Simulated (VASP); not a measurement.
# KF (Pm-3m) in VASP: a series of runs

KF is run at these levels: LDA, PBE, revPBE; tasks: single point.

All numbers are computed with VASP 6.6.1; they aren't measurements. Logs are shortened: lines on timing, memory, paths and dates and some standing lists are left out, and cuts for length are marked.

### Step 1. The cell of the first run

The structure is cubic, space group Pm-3m (No. 221). Conventional cell: a = 3.156 Å, b = 3.156 Å, c = 3.156 Å, α = 90.00°, β = 90.00°, γ = 90.00°. K (site symmetry m-3m) has 8 F at 2.73 Å and 6 K at 3.16 Å within 3.6 Å. Within 3.6 Å of F (site symmetry m-3m) lie 8 K at 2.73 Å and 6 F at 3.16 Å.

### Step 2. Single point, LDA (strained)

Contents of INCAR:

```
PREC     = Accurate       # precision mode
ENCUT    = 600            # plane-wave cutoff, eV
EDIFF    = 1E-6           # SCF threshold, eV
ISMEAR   = 0              # smearing method
SIGMA    = 0.02           # smearing width, eV
LREAL    = False          # projectors in reciprocal space
LASPH    = True           # aspherical terms in the spheres
NELM     = 120            # most SCF steps
ALGO     = Normal         # electronic algorithm
ISIF     = 2              # what is computed and relaxed
LWAVE    = False          # write WAVECAR
LCHARG   = False          # write CHGCAR
NBANDS   = 15             # bands
GGA_COMPAT= False
```

Contents of KPOINTS:

```
Automatic mesh
0
Gamma
  8 8 8
```

Contents of POSCAR:

```
KF
1.0
    3.1560372011      0.0000000000      0.0000000000
    0.0000000000      3.1560372011      0.0000000000
    0.0000000000      0.0000000000      3.1560372011
K F
1 1
Direct
    0.0000000000      0.0000000000      0.0000000000
    0.5000000000      0.5000000000      0.5000000000
```

Potentials or basis: VASP PAW LDA potentials, release 64 (K_sv, F).

Command:

```sh
cat potpaw_LDA.64/K_sv/POTCAR potpaw_LDA.64/F/POTCAR > POTCAR
mpirun -np 1 vasp_std > vasp.out
```

OUTCAR:

```text
PREC = Accurate
   ENCUT = 600
   EDIFF = 1E-6
   ISMEAR = 0
   LREAL = False
   LASPH = True
   NELM = 120
   ISIF = 2

 ion  position               nearest neighbor table
   1  0.000  0.000  0.000-   2 2.73   2 2.73   2 2.73   2 2.73   2 2.73   2 2.73   2 2.73   2 2.73

   2  0.500  0.500  0.500-   1 2.73   1 2.73   1 2.73   1 2.73   1 2.73   1 2.73   1 2.73   1 2.73

  LATTYP: Found a simple cubic cell.
 ALAT       =     3.1560372011

  Lattice vectors:

 A1 = (   3.1560372011,   0.0000000000,   0.0000000000)
 A2 = (   0.0000000000,   3.1560372011,   0.0000000000)
 A3 = (   0.0000000000,   0.0000000000,   3.1560372011)

Analysis of symmetry for initial positions (statically):
=====================================================================
 Subroutine PRICEL returns:
 Original cell was already a primitive cell.

 Routine SETGRP: Setting up the symmetry group for a
 simple cubic supercell.

 Subroutine GETGRP returns: Found 48 space group operations
 (whereof 48 operations were pure point group operations)
 out of a pool of 48 trial point group operations.

The static configuration has the point symmetry O_h .

Analysis of symmetry for dynamics (positions and initial velocities):
=====================================================================
 Subroutine PRICEL returns:
 Original cell was already a primitive cell.

 Routine SETGRP: Setting up the symmetry group for a
 simple cubic supercell.

 Subroutine GETGRP returns: Found 48 space group operations
 (whereof 48 operations were pure point group operations)
 out of a pool of 48 trial point group operations.

The dynamic configuration has the point symmetry O_h .

 Subroutine INISYM returns: Found 48 space group operations
 (whereof 48 operations are pure point group operations),
 and found     1 'primitive' translations

----------------------------------------------------------------------------------------

                                     Primitive cell

  volume of cell :      31.4359

  direct lattice vectors                    reciprocal lattice vectors
     3.156037201  0.000000000  0.000000000     0.316853046  0.000000000  0.000000000
     0.000000000  3.156037201  0.000000000     0.000000000  0.316853046  0.000000000
     0.000000000  0.000000000  3.156037201     0.000000000  0.000000000  0.316853046

  length of vectors
     3.156037201  3.156037201  3.156037201     0.316853046  0.316853046  0.316853046

  position of ions in fractional coordinates (direct lattice)
     0.000000000  0.000000000  0.000000000
     0.500000000  0.500000000  0.500000000

  ion indices of the primitive-cell ions
   primitive index   ion index
                 1           1
                 2           2

----------------------------------------------------------------------------------------

 KPOINTS: Automatic mesh

Automatic generation of k-mesh.
 Grid dimensions read from file:
 generate k-points for:    8    8    8

 Generating k-lattice:

  Cartesian coordinates                     Fractional coordinates (reciprocal lattice)
     0.039606631  0.000000000  0.000000000     0.125000000  0.000000000  0.000000000
     0.000000000  0.039606631  0.000000000     0.000000000  0.125000000  0.000000000
     0.000000000  0.000000000  0.039606631     0.000000000  0.000000000  0.125000000

  Length of vectors
     0.039606631  0.039606631  0.039606631

  Shift w.r.t. Gamma in fractional coordinates (k-lattice)
     0.000000000  0.000000000  0.000000000

 Subroutine IBZKPT returns following result:
 ===========================================

 Found     35 irreducible k-points:

 Following reciprocal coordinates:
            Coordinates               Weight
  0.000000  0.000000  0.000000      1.000000
  0.125000  0.000000  0.000000      6.000000
  0.250000  0.000000  0.000000      6.000000
  0.375000  0.000000  0.000000      6.000000
  0.500000  0.000000  0.000000      3.000000
  0.125000  0.125000  0.000000     12.000000
[... 16 lines left out ...]
  0.375000  0.375000  0.125000     24.000000
  0.500000  0.375000  0.125000     24.000000
 [... further k-points ...]
   k-points           NKPTS =     35   k-points in BZ     NKDIM =     35   number of bands    NBANDS=     15
   number of dos      NEDOS =    301   number of ions     NIONS =      2
   total plane-waves  NPLWV =  21952
   dimension x,y,z NGX =    28 NGY =   28 NGZ =   28
   dimension x,y,z NGXF=    56 NGYF=   56 NGZF=   56
   ions per type =               1   1
   NGX,Y,Z   is equivalent  to a cutoff of  14.75, 14.75, 14.75 a.u.
   NGXF,Y,Z  is equivalent  to a cutoff of  29.50, 29.50, 29.50 a.u.
 SYSTEM =  unknown system
   PREC   = accura    normal or accurate (medium, high low for compatibility)
   ISTART =      0    job   : 0-new  1-cont  2-samecut
   ICHARG =      2    charge: 1-file 2-atom 10-const
   ISPIN  =      1    spin polarized calculation?
   LNONCOLLINEAR =      F non collinear calculations
   LSORBIT =      F    spin-orbit coupling
   LASPH  =      T    aspherical Exc in radial PAW
   ENCUT  =  600.0 eV  44.10 Ry    6.64 a.u.   6.30  6.30  6.30*2*pi/ulx,y,z
   NELM   =    120;   NELMIN=  2; NELMDL= -5     # of ELM steps
   EDIFF  = 0.1E-05   stopping-criterion for ELM
   LREAL  =      F    real-space projection
   EDIFFG = 0.1E-04   stopping-criterion for IOM
   NSW    =      0    number of steps for IOM
   IBRION =     -1    ionic relax: 0-MD 1-quasi-New 2-CG
   NFREE  =      0    steps in history (QN), initial steepest desc. (CG)
   ISIF   =      2    stress and relaxation
   ISYM   =      2    0-nonsym 1-usesym 2-fastsym
   POTIM  = 0.5000    time-step for ionic-motion
   TEBEG  =    0.0;   TEEND  =   0.0 temperature during run
   PSTRESS=    0.0 pullay stress
   NELECT =      16.0000    total number of electrons
   NUPDOWN=      -1.0000    fix difference up-down
   EMIN   =  10.00;   EMAX   =-10.00  energy-range for DOS
   EFERMI =   0.00;   METHOD = LEGACY
   ISMEAR =     0;   SIGMA  =   0.02  broadening in eV -4-tet -1-fermi 0-gaus
   EFERMI_NEDOS =   21; number of points for ismear=-14 and -15
   IALGO  =     38    algorithm
   IMIX   =      4    mixing-type and parameters
     AMIX     =   0.40;   BMIX     =  1.00
     AMIX_MAG =   1.60;   BMIX_MAG =  1.00
  volume/ion in A,a.u.               =      15.72       106.07
  Fermi-wavevector in a.u.,A,eV,Ry     =   1.307092  2.470045 23.245399  1.708489
  Thomas-Fermi vector in A             =   2.437850
   LORBIT       =      0    0 simple, 1 ext, 2 COOP (PROOUT), +10 PAW based schemes
   GGA     = CA    functional components
   LHFCALC =     F    Hartree Fock is set to
   AEXX    =    0.0000 exact exchange contribution
   IVDW    =     0    specifies the selected vdW correction
   LEPSILON=     F    determine dielectric tensor
   LRPA    =     F    only Hartree local field effects (RPA)
 non-spin polarized calculation
 Gauss-broadening in eV      SIGMA  =   0.02
  energy-cutoff  :      600.00
  volume of cell :       31.44
 maximum number of plane-waves:      1064
 NGX is ok and might be reduce to    28
   NGX = 13   NGY = 13   NGZ = 13

 number of electron      15.9999991 magnetization

 Free energy of the ion-electron system (eV)
  ---------------------------------------------------
  ext. energy  EPLUGINS =         0.00000000
  ---------------------------------------------------
  free energy    TOTEN  =        -8.95434597 eV

  energy without entropy =       -8.95434597  energy(sigma->0) =       -8.95434597

 E-fermi :  -1.9803     XC(G=0): -10.2045

 val. band max:       -2.1422278806   @ k =   0.5000   0.5000   0.0000
 cond. band min:       4.4766852710   @ k =   0.0000   0.0000   0.0000
 fundamental gap:      6.6189131516
 Fermi energy:        -1.9803274332

 k-point     1 :       0.0000    0.0000    0.0000
  band No.  band energies     occupation
      1     -28.4585      2.00000
      2     -20.6913      2.00000
      3     -11.5666      2.00000
      4     -11.5666      2.00000
      5     -11.5666      2.00000
      6      -2.1698      2.00000
      7      -2.1698      2.00000
      8      -2.1698      2.00000
      9       4.4767      0.00000
     10       6.0316      0.00000
     11       6.0316      0.00000
     12      12.3103      0.00000
     13      12.3103      0.00000
     14      12.3103      0.00000
     15      19.8080      0.00000

 k-point     2 :       0.1250    0.0000    0.0000
  band No.  band energies     occupation
      1     -28.4304      2.00000
      2     -20.7018      2.00000
      3     -11.7047      2.00000
      4     -11.5434      2.00000
      5     -11.5434      2.00000
      6      -2.4154      2.00000
      7      -2.1940      2.00000
      8      -2.1940      2.00000
      9       4.9317      0.00000
     10       6.1670      0.00000
     11       6.4547      0.00000
     12      12.0106      0.00000
     13      12.0106      0.00000
     14      12.3666      0.00000
     15      18.5898      0.00000

 k-point     3 :       0.2500    0.0000    0.0000
  band No.  band energies     occupation
      1     -28.3613      2.00000
      2     -20.7300      2.00000
      3     -12.0180      2.00000
      4     -11.4865      2.00000
      5     -11.4865      2.00000
      6      -2.9385      2.00000
      7      -2.2545      2.00000
      8      -2.2545      2.00000
      9       6.0074      0.00000
     10       6.5296      0.00000
     11       7.5592      0.00000
     12      11.4043      0.00000
     13      11.4043      0.00000
     14      12.5072      0.00000
     15      16.9669      0.00000

 k-point     4 :       0.3750    0.0000    0.0000
  band No.  band energies     occupation
      1     -28.2902      2.00000
      2     -20.7623      2.00000
      3     -12.3063      2.00000
      4     -11.4285      2.00000
      5     -11.4285      2.00000
      6      -3.3943      2.00000
      7      -2.3180      2.00000
      8      -2.3180      2.00000
      9       6.9624      0.00000
     10       7.1100      0.00000
     11       8.8255      0.00000
     12      10.9098      0.00000
     13      10.9098      0.00000
     14      12.6552      0.00000
     15      15.3737      0.00000
[... 307 lines left out ...]
 k-point    22 :       0.5000    0.2500    0.1250
  band No.  band energies     occupation
      1     -28.1623      2.00000
      2     -20.6662      2.00000
      3     -12.5064      2.00000
      4     -12.0181      2.00000
      5     -11.5249      2.00000
      6      -3.1261      2.00000
      7      -2.6814      2.00000
      8      -2.3157      2.00000
      9       7.6524      0.00000
     10       7.7159      0.00000
     11       9.3296      0.00000
     12       9.7794      0.00000
     13      10.6834      0.00000
     14      12.3821      0.00000
     15      15.4482      0.00000

 k-point    23 :       0.3750    0.3750    0.1250
  band No.  band energies     occupation
      1     -28.1315      2.00000
      2     -20.6248      2.00000
      3     -12.4353      2.00000
      4     -12.3683      2.00000
      5     -11.4966      2.00000
      6      -2.9424      2.00000
      7      -2.7884      2.00000
      8      -2.3517      2.00000
      9       7.1488      0.00000
     10       7.6237      0.00000
     11       9.9104      0.00000
     12      10.0095      0.00000
     13      11.0401      0.00000
     14      11.7080      0.00000
     15      15.9496      0.00000

 k-point    24 :       0.5000    0.3750    0.1250
  band No.  band energies     occupation
      1     -28.1075      2.00000
      2     -20.6045      2.00000
      3     -12.5541      2.00000
      4     -12.4173      2.00000
      5     -11.4757      2.00000
      6      -2.9395      2.00000
      7      -2.8200      2.00000
      8      -2.3412      2.00000
      9       6.9634      0.00000
     10       7.5793      0.00000
     11       9.7305      0.00000
     12       9.9514      0.00000
     13      11.4212      0.00000
     14      12.8937      0.00000
     15      15.0499      0.00000

 [... further k-points ...]

------------------------ aborting loop because EDIFF is reached ----------------------------------------

  FORCE on cell =-STRESS in cart. coord.  units (eV):
  Direction    XX          YY          ZZ          XY          YZ          ZX
  --------------------------------------------------------------------------------------
  -------------------------------------------------------------------------------------
  Total       -0.5754905     -0.5754905     -0.5754905     -0.0000000      0.0000000     -0.0000000
  in kB      -29.3306999    -29.3306999    -29.3306999     -0.0000000      0.0000000     -0.0000000
  external PRESSURE =     -29.3306999 kB  Pullay stress =       0.0000000 kB

 VOLUME and BASIS-vectors are now :
 -----------------------------------------------------------------------------
  energy-cutoff  :      600.00
  volume of cell :       31.44
      direct lattice vectors                 reciprocal lattice vectors
     3.156037201  0.000000000  0.000000000     0.316853046  0.000000000  0.000000000
     0.000000000  3.156037201  0.000000000     0.000000000  0.316853046  0.000000000
     0.000000000  0.000000000  3.156037201     0.000000000  0.000000000  0.316853046

 POSITION                                       TOTAL-FORCE (eV/Angst)
 -----------------------------------------------------------------------------------
      0.00000      0.00000      0.00000         0.000000      0.000000      0.000000
      1.57802      1.57802      1.57802         0.000000      0.000000      0.000000
 -----------------------------------------------------------------------------------
    total drift:                                0.000000      0.000000      0.000000

  FREE ENERGIE OF THE ION-ELECTRON SYSTEM (eV)
  ---------------------------------------------------
  free  energy   TOTEN  =        -8.9543459681 eV

  energy  without entropy=       -8.9543459681  energy(sigma->0) =       -8.95434597
```

Run time: 32 s. Hardware: 1 thread of Intel Xeon 8259CL, shared host; peak memory 0.15 GiB.

Results:

| Property | Result |
| --- | --- |
| Free energy | -8.9543 eV |
| Pressure | -2.9 GPa |
| Band gap on the k mesh | 6.62 eV (least direct gap 6.65 eV) |

Caveat: the cell differs from its parent crystal (strained). A k mesh can miss the band edges.

### Step 3. Single point, PBE (strained)

Contents of INCAR:

```
ALGO     = Normal         # electronic algorithm
EDIFF    = 1E-6           # SCF threshold, eV
ENCUT    = 600            # plane-wave cutoff, eV
GGA      = PE             # functional
GGA_COMPAT= F            
ISIF     = 2              # what is computed and relaxed
ISMEAR   = 0              # smearing method
LASPH    = T              # aspherical terms in the spheres
LCHARG   = T              # write CHGCAR
LELF     = T              # ELF
LREAL    = F              # projectors in reciprocal space
LVHAR    = T            
LWAVE    = F              # write WAVECAR
NBANDS   = 15             # bands
NELM     = 120            # most SCF steps
PREC     = Accurate       # precision mode
SIGMA    = 0.02           # smearing width, eV
```

Contents of KPOINTS:

```
k-points
0
Gamma
  8 8 8
```

Contents of POSCAR:

```
KF
1.0
    3.1848463633      0.0000000000      0.0000000000
    0.0000000000      3.1848463633      0.0000000000
    0.0000000000      0.0000000000      3.1848463633
K F
1 1
Direct
    0.0000000000      0.0000000000      0.0000000000
    0.5000000000      0.5000000000      0.5000000000
```

Potentials or basis: VASP PAW PBE potentials, release 64 (K_sv, F).

Command:

```sh
cat potpaw_PBE.64/K_sv/POTCAR potpaw_PBE.64/F/POTCAR > POTCAR
mpirun -np 1 vasp_std > vasp.out
```

It took 35 s on 1 thread of Intel Xeon 8259CL, shared host; peak memory 0.16 GiB.

Results (log left out):

| Item | Value |
| --- | --- |
| Free energy | -8.0738 eV |
| Pressure | 2.7 GPa |
| Band gap on the k mesh | 6.76 eV (least direct gap 6.79 eV) |

Levels at points of the mesh, in eV from the valence-band top:
```
           k point  band 6  band 7  band 8  band 9  band 10  band 11
(0.00, 0.00, 0.00)   -0.04   -0.04   -0.04    6.76     8.37     8.37
(0.50, 0.00, 0.00)   -1.32   -0.18   -0.18    9.43     9.82    11.56
(0.50, 0.50, 0.00)   -0.63   -0.63    0.00    8.65     9.22    12.15
(0.50, 0.50, 0.50)   -1.16   -1.16   -1.16   10.76    10.76    10.76
```

Caveat: the cell differs from its parent crystal (strained).

### Step 4. Single point, revPBE

This run uses another cell than the first one, of 16.15 Å³/atom.

Contents of INCAR:

```
ALGO     = Normal         # electronic algorithm
EDIFF    = 1E-6           # SCF threshold, eV
ENCUT    = 600            # plane-wave cutoff, eV
GGA      = RE             # functional
GGA_COMPAT= False        
ISIF     = 2              # what is computed and relaxed
ISMEAR   = 0              # smearing method
LASPH    = True           # aspherical terms in the spheres
LCHARG   = False          # write CHGCAR
LREAL    = False          # projectors in reciprocal space
LWAVE    = False          # write WAVECAR
NBANDS   = 15             # bands
NELM     = 120            # most SCF steps
PREC     = Accurate       # precision mode
SIGMA    = 0.02           # smearing width, eV
```

KPOINTS is that of step 3.

POSCAR is that of step 3.

Command:

```sh
cat potpaw_PBE.64/K_sv/POTCAR potpaw_PBE.64/F/POTCAR > POTCAR
mpirun -np 1 vasp_std > vasp.out
```

Wall time 32 s (1 thread of Intel Xeon 8259CL, shared host); peak memory 0.16 GiB.

The run converged. Its results:

- Free energy: -7.5922 eV
- Pressure: 5.5 GPa
- Band gap on the k mesh: 7.00 eV (least direct gap 7.04 eV)

Levels at points of the mesh, in eV from the valence-band top:
```tsv
k point	band 4	band 5	band 6	band 7	band 8	band 9	band 10	band 11	band 12	band 13
(0.00, 0.00, 0.00)	-9.92	-9.92	-0.04	-0.04	-0.04	7.00	8.50	8.50	14.21	14.21
(0.50, 0.00, 0.00)	-9.79	-9.79	-1.28	-0.18	-0.18	9.52	9.98	11.78	12.79	12.79
(0.50, 0.50, 0.00)	-10.81	-9.69	-0.62	-0.62	0.00	8.77	9.37	12.18	12.18	15.29
(0.50, 0.50, 0.50)	-10.57	-10.57	-1.13	-1.13	-1.13	10.83	10.83	10.83	15.99	16.26
```

Caveat: the cell stands under pressure; the PAW data sets were made with another functional, which shifts forces and pressure a little. A k mesh can miss the band edges.

### Step 5. The runs side by side

| level | potentials or basis | cell | gap on the mesh (eV) | pressure (GPa) |
| --- | --- | --- | --- | --- |
| LDA | VASP PAW LDA potentials, release 64 (K_sv, F) | a = 3.156 Å, 2 atoms | 6.62 | -2.9 |
| PBE | VASP PAW PBE potentials, release 64 (K_sv, F) | a = 3.185 Å, 2 atoms | 6.76 | 2.7 |
| revPBE | VASP PAW PBE potentials, release 64 (K_sv, F) | a = 3.185 Å, 2 atoms | 7.00 | 5.5 |

Alike in all rows: task single point; no spin polarisation; k mesh 8 × 8 × 8; cutoff (eV) 600; smearing gaussian 0.02 eV.

Caveats: the cell stands under pressure (at least some runs); the PAW data sets were made with another functional, which shifts forces and pressure a little (at least some runs).

Total energies depend on the potentials used, so only differences within one code and one set of settings carry meaning.
